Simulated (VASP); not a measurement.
# Ga (Pm-3m) in VASP: a series of runs, part 2 of 2

VASP 6.6.1. Earlier steps stand in the parts before.

## 4. Single point, PBE

The input, INCAR:

```
PREC = Accurate ; ENCUT = 520
EDIFF = 1E-7 ; ISMEAR = 0
SIGMA = 0.1 ; LREAL = F
LASPH = T ; NELM = 100
ALGO = Normal ; ISIF = 2
LWAVE = F ; LCHARG = T
GGA = PE ; LELF = T
LVHAR = T ; NBANDS = 12
```

The input, KPOINTS:

```
Automatic mesh
0
Gamma
  16 16 16
```

The input, POSCAR:

```
Ga
1.0
    2.7162927034      0.0000000000      0.0000000000
    0.0000000000      2.7162927034      0.0000000000
    0.0000000000      0.0000000000      2.7162927034
Ga
1
Direct
    0.0000000000      0.0000000000      0.0000000000
```

Potentials or basis: VASP PAW PBE potentials, release 64 (Ga_d).

The run is started by

```console
cat potpaw_PBE.64/Ga_d/POTCAR > POTCAR
mpirun -np 1 vasp_std > vasp.out
```

OUTCAR:

```text
PREC = Accurate
   ENCUT = 520
   EDIFF = 1E-7
   ISMEAR = 0
   LREAL = F
   LASPH = T
   NELM = 100
   ISIF = 2
   GGA = PE

 ion  position               nearest neighbor table
   1  0.000  0.000  0.000-

  LATTYP: Found a simple cubic cell.
 ALAT       =     2.7162927034

  Lattice vectors:

 A1 = (   2.7162927034,   0.0000000000,   0.0000000000)
 A2 = (   0.0000000000,   2.7162927034,   0.0000000000)
 A3 = (   0.0000000000,   0.0000000000,   2.7162927034)

Analysis of symmetry for initial positions (statically):
=====================================================================
 Subroutine PRICEL returns:
 Original cell was already a primitive cell.

 Routine SETGRP: Setting up the symmetry group for a
 simple cubic supercell.

 Subroutine GETGRP returns: Found 48 space group operations
 (whereof 48 operations were pure point group operations)
 out of a pool of 48 trial point group operations.

The static configuration has the point symmetry O_h .

Analysis of symmetry for dynamics (positions and initial velocities):
=====================================================================
 Subroutine PRICEL returns:
 Original cell was already a primitive cell.

 Routine SETGRP: Setting up the symmetry group for a
 simple cubic supercell.

 Subroutine GETGRP returns: Found 48 space group operations
 (whereof 48 operations were pure point group operations)
 out of a pool of 48 trial point group operations.

The dynamic configuration has the point symmetry O_h .

 Subroutine INISYM returns: Found 48 space group operations
 (whereof 48 operations are pure point group operations),
 and found     1 'primitive' translations

----------------------------------------------------------------------------------------

                                     Primitive cell

  volume of cell :      20.0415

  direct lattice vectors                    reciprocal lattice vectors
     2.716292703  0.000000000  0.000000000     0.368148837  0.000000000  0.000000000
     0.000000000  2.716292703  0.000000000     0.000000000  0.368148837  0.000000000
     0.000000000  0.000000000  2.716292703     0.000000000  0.000000000  0.368148837

  length of vectors
     2.716292703  2.716292703  2.716292703     0.368148837  0.368148837  0.368148837

  position of ions in fractional coordinates (direct lattice)
     0.000000000  0.000000000  0.000000000

  ion indices of the primitive-cell ions
   primitive index   ion index
                 1           1

----------------------------------------------------------------------------------------

 KPOINTS: Automatic mesh

Automatic generation of k-mesh.
 Grid dimensions read from file:
 generate k-points for:   16   16   16

 Generating k-lattice:

  Cartesian coordinates                     Fractional coordinates (reciprocal lattice)
     0.023009302  0.000000000  0.000000000     0.062500000  0.000000000  0.000000000
     0.000000000  0.023009302  0.000000000     0.000000000  0.062500000  0.000000000
     0.000000000  0.000000000  0.023009302     0.000000000  0.000000000  0.062500000

  Length of vectors
     0.023009302  0.023009302  0.023009302

  Shift w.r.t. Gamma in fractional coordinates (k-lattice)
     0.000000000  0.000000000  0.000000000

 Subroutine IBZKPT returns following result:
 ===========================================

 Found    165 irreducible k-points:

 Following reciprocal coordinates:
            Coordinates               Weight
  0.000000  0.000000  0.000000      1.000000
  0.062500  0.000000  0.000000      6.000000
  0.125000  0.000000  0.000000      6.000000
  0.187500  0.000000  0.000000      6.000000
  0.250000  0.000000  0.000000      6.000000
  0.312500  0.000000  0.000000      6.000000
[... 16 lines left out ...]
  0.437500  0.125000  0.000000     24.000000
  0.500000  0.125000  0.000000     12.000000
 [... further k-points ...]
   k-points           NKPTS =    165   k-points in BZ     NKDIM =    165   number of bands    NBANDS=     12
   number of dos      NEDOS =    301   number of ions     NIONS =      1
   total plane-waves  NPLWV =   8000
   dimension x,y,z NGX =    20 NGY =   20 NGZ =   20
   dimension x,y,z NGXF=    40 NGYF=   40 NGZF=   40
   ions per type =               1
   NGX,Y,Z   is equivalent  to a cutoff of  12.24, 12.24, 12.24 a.u.
   NGXF,Y,Z  is equivalent  to a cutoff of  24.48, 24.48, 24.48 a.u.
 SYSTEM =  unknown system
   PREC   = accura    normal or accurate (medium, high low for compatibility)
   ISTART =      0    job   : 0-new  1-cont  2-samecut
   ICHARG =      2    charge: 1-file 2-atom 10-const
   ISPIN  =      1    spin polarized calculation?
   LNONCOLLINEAR =      F non collinear calculations
   LSORBIT =      F    spin-orbit coupling
   LASPH  =      T    aspherical Exc in radial PAW
   ENCUT  =  520.0 eV  38.22 Ry    6.18 a.u.   5.05  5.05  5.05*2*pi/ulx,y,z
   NELM   =    100;   NELMIN=  2; NELMDL= -5     # of ELM steps
   EDIFF  = 0.1E-06   stopping-criterion for ELM
   LREAL  =      F    real-space projection
   EDIFFG = 0.1E-05   stopping-criterion for IOM
   NSW    =      0    number of steps for IOM
   IBRION =     -1    ionic relax: 0-MD 1-quasi-New 2-CG
   NFREE  =      0    steps in history (QN), initial steepest desc. (CG)
   ISIF   =      2    stress and relaxation
   ISYM   =      2    0-nonsym 1-usesym 2-fastsym
   POTIM  = 0.5000    time-step for ionic-motion
   TEBEG  =    0.0;   TEEND  =   0.0 temperature during run
   PSTRESS=    0.0 pullay stress
   NELECT =      13.0000    total number of electrons
   NUPDOWN=      -1.0000    fix difference up-down
   EMIN   =  10.00;   EMAX   =-10.00  energy-range for DOS
   EFERMI =   0.00;   METHOD = LEGACY
   ISMEAR =     0;   SIGMA  =   0.10  broadening in eV -4-tet -1-fermi 0-gaus
   EFERMI_NEDOS =   21; number of points for ismear=-14 and -15
   IALGO  =     38    algorithm
   IMIX   =      4    mixing-type and parameters
     AMIX     =   0.40;   BMIX     =  1.00
     AMIX_MAG =   1.60;   BMIX_MAG =  1.00
  volume/ion in A,a.u.               =      20.04       135.25
  Fermi-wavevector in a.u.,A,eV,Ry     =   1.417140  2.678006 27.324382  2.008285
  Thomas-Fermi vector in A             =   2.538401
   LORBIT       =      0    0 simple, 1 ext, 2 COOP (PROOUT), +10 PAW based schemes
   GGA     = PE    functional components
   LHFCALC =     F    Hartree Fock is set to
   AEXX    =    0.0000 exact exchange contribution
   IVDW    =     0    specifies the selected vdW correction
   LEPSILON=     F    determine dielectric tensor
   LRPA    =     F    only Hartree local field effects (RPA)
 non-spin polarized calculation
 Gauss-broadening in eV      SIGMA  =   0.10
  energy-cutoff  :      520.00
  volume of cell :       20.04
 maximum number of plane-waves:       554
   NGX = 11   NGY = 11   NGZ = 11

 number of electron      13.0000027 magnetization

 Free energy of the ion-electron system (eV)
  ---------------------------------------------------
  ext. energy  EPLUGINS =         0.00000000
  ---------------------------------------------------
  free energy    TOTEN  =        -2.82541926 eV

  energy without entropy =       -2.82362348  energy(sigma->0) =       -2.82452137

 E-fermi :   4.7647     XC(G=0): -10.6388

 val. band max:        4.6928715571   @ k =   0.3750   0.2500   0.1875
 cond. band min:       4.7792554259   @ k =   0.3125   0.1250   0.0000
 fundamental gap:      0.0863838688
 Fermi energy:         4.7647119949

 k-point     1 :       0.0000    0.0000    0.0000
  band No.  band energies     occupation
      1     -10.3556      2.00000
      2     -10.3556      2.00000
      3      -9.8419      2.00000
      4      -9.8419      2.00000
      5      -9.8419      2.00000
      6      -5.8023      2.00000
      7      13.7152      0.00000
      8      13.7152      0.00000
      9      13.7152      0.00000
     10      16.6452      0.00000
     11      16.6452      0.00000
     12      19.1061      0.00000

 k-point     2 :       0.0625    0.0000    0.0000
  band No.  band energies     occupation
      1     -10.3541      2.00000
      2     -10.3423      2.00000
      3      -9.8473      2.00000
      4      -9.8473      2.00000
      5      -9.8414      2.00000
      6      -5.7232      2.00000
      7      12.4387      0.00000
      8      13.7977      0.00000
      9      13.7977      0.00000
     10      16.7126      0.00000
     11      17.5866      0.00000
     12      19.6342      0.00000
[... 316 lines left out ...]
 k-point    24 :       0.5000    0.1250    0.0000
  band No.  band energies     occupation
      1     -10.2800      2.00000
      2     -10.0206      2.00000
      3      -9.9989      2.00000
      4      -9.9796      2.00000
      5      -9.8495      2.00000
      6      -1.1494      2.00000
      7       0.9885      2.00000
      8      14.0924      0.00000
      9      17.4380      0.00000
     10      17.4793      0.00000
     11      21.9677      0.00000
     12      22.0364      0.00000

 [... further k-points ...]
[... 5 lines left out ...]
  --------------------------------------------------------------------------------------
  -------------------------------------------------------------------------------------
  Total        0.0124941      0.0124941      0.0124941      0.0000000     -0.0000000      0.0000000
  in kB        0.9988202      0.9988202      0.9988202      0.0000000     -0.0000000      0.0000000
  external PRESSURE =       0.9988202 kB  Pullay stress =       0.0000000 kB

 VOLUME and BASIS-vectors are now :
 -----------------------------------------------------------------------------
  energy-cutoff  :      520.00
  volume of cell :       20.04
      direct lattice vectors                 reciprocal lattice vectors
     2.716292703  0.000000000  0.000000000     0.368148837  0.000000000  0.000000000
     0.000000000  2.716292703  0.000000000     0.000000000  0.368148837  0.000000000
     0.000000000  0.000000000  2.716292703     0.000000000  0.000000000  0.368148837

 POSITION                                       TOTAL-FORCE (eV/Angst)
 -----------------------------------------------------------------------------------
      0.00000      0.00000      0.00000         0.000000      0.000000      0.000000
 -----------------------------------------------------------------------------------
    total drift:                                0.000000      0.000000      0.000000

  FREE ENERGIE OF THE ION-ELECTRON SYSTEM (eV)
  ---------------------------------------------------
  free  energy   TOTEN  =        -2.8254192578 eV

  energy  without entropy=       -2.8236234795  energy(sigma->0) =       -2.82452137
```

It took 21 s on 1 thread of Intel Xeon Platinum 8259CL at 2.50GHz (Skylake/Cascade Lake), shared host; peak memory 0.15 GiB.

What came out:

| Property | Result |
| --- | --- |
| Free energy | -2.8254 eV |
| Pressure | 0.1 GPa |

Levels at points of the mesh, in eV from the Fermi level:
| k point | band 2 | band 3 | band 4 | band 5 | band 6 | band 7 | band 8 | band 9 | band 10 | band 11 |
| --- | --- | --- | --- | --- | --- | --- | --- | --- | --- | --- |
| (0.00, 0.00, 0.00) | -15.12 | -14.61 | -14.61 | -14.61 | -10.57 | 8.95 | 8.95 | 8.95 | 11.88 | 11.88 |
| (0.50, 0.00, 0.00) | -14.80 | -14.75 | -14.75 | -14.59 | -6.21 | -4.10 | 12.38 | 12.38 | 15.59 | 16.43 |
| (0.50, 0.50, 0.00) | -14.93 | -14.73 | -14.73 | -14.47 | -1.66 | -0.66 | -0.66 | 4.22 | 15.88 | 20.46 |
| (0.50, 0.50, 0.50) | -14.94 | -14.94 | -14.46 | -14.46 | 2.62 | 2.62 | 2.62 | 3.76 | 8.19 | 8.19 |

## 5. The runs side by side

```csv
task,cell,k mesh,cutoff (eV),gap on the mesh (eV),pressure (GPa)
relaxation of cell and atoms,"relaxed from a = 2.718 Å, 1 atom",16 × 16 × 16,600,none,0.0
single point,"a = 2.718 Å, 1 atom",6 × 6 × 6,520,none,0.5
single point,"a = 2.716 Å, 1 atom",16 × 16 × 16,520,none,0.1
```

Alike in all rows: level PBE; potentials or basis VASP PAW PBE potentials, release 64 (Ga_d); no spin polarisation; smearing gaussian 0.1 eV.

Caveats: some runs use coarse meshes; the relaxation stopped at its first step, so nothing moved (some runs).

Absolute energies hang on the potentials; compare differences alone.
